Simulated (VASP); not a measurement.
# BeS in VASP: further runs

The runs below take BeS through single point, with PBE.

Everything below comes from runs of VASP 6.6.1. Logs are shortened: lines on timing, memory, paths and dates and some standing lists are left out, and cuts for length are marked.

## (1) The cell of the first run

The cell holds a slab with vacuum, 4 atoms: a = 3.429 Å, b = 3.429 Å, c = 15.500 Å, α = 90.00°, β = 90.00°, γ = 60.00°.

## (2) Single point, PBE

File INCAR:

```
ALGO = Normal ; DIPOL = 0.5 0.5 0.500
EDIFF = 1E-6 ; EFIELD = 0.1
ENCUT = 520 ; GGA = PE
IDIPOL = 3 ; ISIF = 2
ISMEAR = 1 ; LASPH = True
LCHARG = False ; LDIPOL = True
LREAL = False ; LWAVE = False
NBANDS = 16 ; NELM = 100
PREC = Accurate ; SIGMA = 0.0427
```

File KPOINTS:

```
k-points
0
Gamma
  5 5 1
```

File POSCAR:

```
BeS
1.0
    3.4294678888      0.0000000000      0.0000000000
    1.7147339444      2.9700063131      0.0000000000
    0.0000000000      0.0000000000     15.5001860070
Be S
2 2
Direct
    0.0000000000      0.0000000000      0.3870921289
    0.3333333333      0.3333333333      0.5677447227
    0.3333333333      0.3333333333      0.4322552773
    0.6666666667      0.6666666667      0.6129078711
```

Potentials or basis: VASP PAW PBE potentials, release 64 (Be, S).

On the command line:

```
cat potpaw_PBE.64/Be/POTCAR potpaw_PBE.64/S/POTCAR > POTCAR
mpirun -np 1 vasp_std > vasp.out
```

OUTCAR:

```text
EDIFF = 1E-6
   ENCUT = 520
   GGA = PE
   ISIF = 2
   ISMEAR = 1
   LASPH = True
   LREAL = False
   NELM = 100
   PREC = Accurate

 ion  position               nearest neighbor table
   1  0.000  0.000  0.387-   3 2.10   3 2.10   3 2.10
   2  0.333  0.333  0.568-   4 2.10   4 2.10   4 2.10   3 2.10
   3  0.333  0.333  0.432-   1 2.10   1 2.10   1 2.10   2 2.10
   4  0.667  0.667  0.613-   2 2.10   2 2.10   2 2.10

  LATTYP: Found a hexagonal cell.
 ALAT       =     3.4294678887
 C/A-ratio  =     4.5197058290

  Lattice vectors:

 A1 = (  -1.7147339444,  -2.9700063131,   0.0000000000)
 A2 = (   3.4294678888,   0.0000000000,   0.0000000000)
 A3 = (   0.0000000000,   0.0000000000,  15.5001860070)

Analysis of symmetry for initial positions (statically):
=====================================================================
 Subroutine PRICEL returns:
 Original cell was already a primitive cell.

 Routine SETGRP: Setting up the symmetry group for a
 hexagonal supercell.

 Subroutine GETGRP returns: Found  6 space group operations
 (whereof  6 operations were pure point group operations)
 out of a pool of 24 trial point group operations.

The static configuration has the point symmetry C_3v.

Analysis of symmetry for dynamics (positions and initial velocities):
=====================================================================
 An external electric field (EFIELD) may reduce the allowed symmetry operations
 Subroutine PRICEL returns:
 Original cell was already a primitive cell.

 Routine SETGRP: Setting up the symmetry group for a
 hexagonal supercell.

 Subroutine GETGRP returns: Found  6 space group operations
 (whereof  6 operations were pure point group operations)
 out of a pool of 24 trial point group operations.

The dynamic configuration has the point symmetry C_3v.

 Subroutine INISYM returns: Found  6 space group operations
 (whereof  6 operations are pure point group operations),
 and found     1 'primitive' translations

----------------------------------------------------------------------------------------

                                     Primitive cell

  volume of cell :     157.8778

  direct lattice vectors                    reciprocal lattice vectors
     3.429467889  0.000000000  0.000000000     0.291590425 -0.168349811  0.000000000
     1.714733944  2.970006313  0.000000000     0.000000000  0.336699621  0.000000000
     0.000000000  0.000000000 15.500186007     0.000000000  0.000000000  0.064515355

  length of vectors
     3.429467889  3.429467889 15.500186007     0.336699621  0.336699621  0.064515355
[... 75 lines left out ...]
   PSTRESS=    0.0 pullay stress
   NELECT =      16.0000    total number of electrons
   NUPDOWN=      -1.0000    fix difference up-down
   EMIN   =  10.00;   EMAX   =-10.00  energy-range for DOS
   EFERMI =   0.00;   METHOD = LEGACY
   ISMEAR =     1;   SIGMA  =   0.04  broadening in eV -4-tet -1-fermi 0-gaus
   EFERMI_NEDOS =   21; number of points for ismear=-14 and -15
   IALGO  =     38    algorithm
   IMIX   =      4    mixing-type and parameters
     AMIX     =   0.40;   BMIX     =  1.00
     AMIX_MAG =   1.60;   BMIX_MAG =  1.00
  volume/ion in A,a.u.               =      39.47       266.35
  Fermi-wavevector in a.u.,A,eV,Ry     =   0.763263  1.442359  7.926362  0.582571
  Thomas-Fermi vector in A             =   1.862907
   LORBIT       =      0    0 simple, 1 ext, 2 COOP (PROOUT), +10 PAW based schemes
   GGA     = PE    functional components
   LHFCALC =     F    Hartree Fock is set to
   AEXX    =    0.0000 exact exchange contribution
   IVDW    =     0    specifies the selected vdW correction
   LEPSILON=     F    determine dielectric tensor
   LRPA    =     F    only Hartree local field effects (RPA)
 non-spin polarized calculation
 Methfessel and Paxton  Order N= 1 SIGMA  =   0.04
  energy-cutoff  :      520.00
  volume of cell :      157.88
 maximum number of plane-waves:      4277
 NGX is ok and might be reduce to    28
   NGX = 13   NGY = 13   NGZ = 57

 number of electron      16.0000001 magnetization

 dipolmoment           0.000000      0.000000      0.291839 electrons x Angstroem

 Free energy of the ion-electron system (eV)
  ---------------------------------------------------
  ext. energy  EPLUGINS =         0.00000000
  ---------------------------------------------------
  free energy    TOTEN  =       -18.15751812 eV

  energy without entropy =      -18.15771618  energy(sigma->0) =      -18.15758414

 E-fermi :  -0.8443     XC(G=0):  -4.4876

 val. band max:       -0.8802579334   @ k =   0.0000   0.0000   0.0000
 cond. band min:      -0.5536827777   @ k =   0.0000   0.0000   0.0000
 fundamental gap:      0.3265751556
 Fermi energy:        -0.8443096148

 k-point     1 :       0.0000    0.0000    0.0000
  band No.  band energies     occupation
      1     -16.2610      2.00000
      2     -13.0699      2.00000
      3      -7.2260      2.00000
      4      -3.8772      2.00000
      5      -3.8772      2.00000
      6      -2.6538      2.00000
[... 72 lines left out ...]
      3      -7.9447      2.00000
      4      -6.4662      2.00000
      5      -6.1445      2.00000
      6      -4.5379      2.00000
[... 8 lines left out ...]
     15       6.4603      0.00000
     16       6.8245      0.00000

------------------------ aborting loop because EDIFF is reached ----------------------------------------

 vacuum level on the upper side and lower side of the slab       (xc-potential included)         1.589        -2.002

  FORCE on cell =-STRESS in cart. coord.  units (eV):
  Direction    XX          YY          ZZ          XY          YZ          ZX
  --------------------------------------------------------------------------------------
  -------------------------------------------------------------------------------------
  Total       -1.4743894     -1.4743894      0.0631751      0.0000000      0.0000000      0.0000000
  in kB      -14.9624167    -14.9624167      0.6411141      0.0000000      0.0000000      0.0000000
  external PRESSURE =      -9.7612398 kB  Pullay stress =       0.0000000 kB

 VOLUME and BASIS-vectors are now :
 -----------------------------------------------------------------------------
  energy-cutoff  :      520.00
  volume of cell :      157.88
      direct lattice vectors                 reciprocal lattice vectors
     3.429467889  0.000000000  0.000000000     0.291590425 -0.168349811  0.000000000
     1.714733944  2.970006313  0.000000000     0.000000000  0.336699621  0.000000000
     0.000000000  0.000000000 15.500186007     0.000000000  0.000000000  0.064515355

 POSITION                                       TOTAL-FORCE (eV/Angst)
 -----------------------------------------------------------------------------------
      0.00000      0.00000      6.00000         0.000000      0.000000      1.704740
      1.71473      0.99000      8.80015         0.000000      0.000000      2.112876
      1.71473      0.99000      6.70004        -0.000000     -0.000000     -2.679486
      3.42947      1.98000      9.50019         0.000000      0.000000     -1.138130
 -----------------------------------------------------------------------------------
    total drift:                                0.000000      0.000000      0.000221

  FREE ENERGIE OF THE ION-ELECTRON SYSTEM (eV)
  ---------------------------------------------------
  free  energy   TOTEN  =       -18.1575181190 eV

  energy  without entropy=      -18.1577161755  energy(sigma->0) =      -18.15758414

 vacuum level on the upper side and lower side of the slab         5.294         1.502
```

Run time: 62 s. Hardware: 1 thread of Intel Xeon 8259CL, shared host; peak memory 0.27 GiB.

Results:

| Property | Result |
| --- | --- |
| Free energy | -18.1575 eV |
| Largest force | 2.679 eV/Å |
| Band gap on the k mesh | 0.33 eV, direct |

Forces on the atoms (eV/Å):
```
Be   0.000  0.000  1.705
Be   0.000  0.000  2.113
S    0.000  0.000 -2.679
S    0.000  0.000 -1.138
```

Caveat: the k points lie up to 0.42 Å⁻¹ apart.

## (3) Single point, PBE

File INCAR:

```
SYSTEM = BeS
  PREC = Accurate
  ENCUT = 520
  EDIFF = 1E-7
  ISMEAR = 1
  SIGMA = 0.0382
  LREAL = .FALSE.
  LASPH = .TRUE.
  NELM = 60
  ALGO = Normal
  ISIF = 2
  LWAVE = .FALSE.
  LCHARG = .FALSE.
  LDIPOL = .TRUE.
  IDIPOL = 3
  DIPOL = 0.5 0.5 0.500
  GGA = PE
  EFIELD = 0.05
  NBANDS = 16
```

File KPOINTS:

```
Automatic mesh
0
G
  5 5 1
  0 0 0
```

POSCAR is that of step 2.

Potentials or basis: VASP PAW PBE potentials, release 64 (Be, S).

On the command line:

```
cat potpaw_PBE.64/Be/POTCAR potpaw_PBE.64/S/POTCAR > POTCAR
mpirun -np 1 vasp_std > vasp.out
```

Run time: 74 s. Hardware: 1 thread of Intel Xeon 8259CL, shared host; peak memory 0.27 GiB.

The run converged. Its results:

* Free energy: -18.1434 eV
* Largest force: 2.676 eV/Å
* Band gap on the k mesh: 0.30 eV, direct

Forces on the atoms (eV/Å):
```
Be   0.000  0.000  1.703
Be   0.000  0.000  2.118
S    0.000  0.000 -2.676
S    0.000  0.000 -1.144
```

Levels at points of the mesh, in eV from the valence-band top:
```csv
k point,band 5,band 6,band 7,band 8,band 9,band 10,band 11,band 12
"(0.00, 0.00, 0.00)",-3.00,-1.78,0.00,0.00,0.30,2.82,3.40,3.89
```

Caveat: the k points lie up to 0.42 Å⁻¹ apart.

## (4) Single point, PBE

File INCAR:

```
ALGO = Normal
DIPOL = 0.5 0.5 0.500
EDIFF = 1E-6
ENCUT = 520
GGA = PE
IDIPOL = 3
ISIF = 2
ISMEAR = 1
LASPH = True
LCHARG = False
LDIPOL = True
LREAL = False
LWAVE = False
NBANDS = 16
NELM = 60
PREC = Accurate
SIGMA = 0.0348
```

File KPOINTS:

```
k-points
0
Gamma
  5 5 1
```

POSCAR is that of step 3.

On the command line:

```
cat potpaw_PBE.64/Be/POTCAR potpaw_PBE.64/S/POTCAR > POTCAR
mpirun -np 1 vasp_std > vasp.out
```

Run time: 77 s. Hardware: 1 thread of Intel Xeon 8259CL, shared host; peak memory 0.27 GiB.

Results (log left out):

| Property | Result |
| --- | --- |
| Free energy | -18.1301 eV |
| Largest force | 2.673 eV/Å |
| Band gap on the k mesh | 0.28 eV, direct |

Forces on the atoms (eV/Å):
```
Be   0.000  0.000  1.701
Be   0.000  0.000  2.122
S    0.000  0.000 -2.673
S    0.000  0.000 -1.149
```

Levels at points of the mesh, in eV from the valence-band top:
| k point | band 5 | band 6 | band 7 | band 8 | band 9 | band 10 | band 11 | band 12 |
| --- | --- | --- | --- | --- | --- | --- | --- | --- |
| (0.00, 0.00, 0.00) | -3.00 | -1.78 | 0.00 | 0.00 | 0.28 | 2.72 | 3.40 | 3.89 |

Caveat: the k points lie up to 0.42 Å⁻¹ apart.

## (5) Summary

```csv
smearing,electric field (eV/Å),gap on the mesh (eV),largest force (eV/Å)
methfessel-paxton 0.0427 eV,-0.1,0.33,2.68
methfessel-paxton 0.0382 eV,-0.05,0.30,2.68
methfessel-paxton 0.0348 eV,-,0.28,2.67
```

Alike in all rows: task single point; level PBE; potentials or basis VASP PAW PBE potentials, release 64 (Be, S); no spin polarisation; cell as given; k mesh 5 × 5 × 1; cutoff (eV) 520.

Caveats: all runs use coarse meshes.

Total energies depend on the potentials used, so only differences within one code and one set of settings carry meaning.
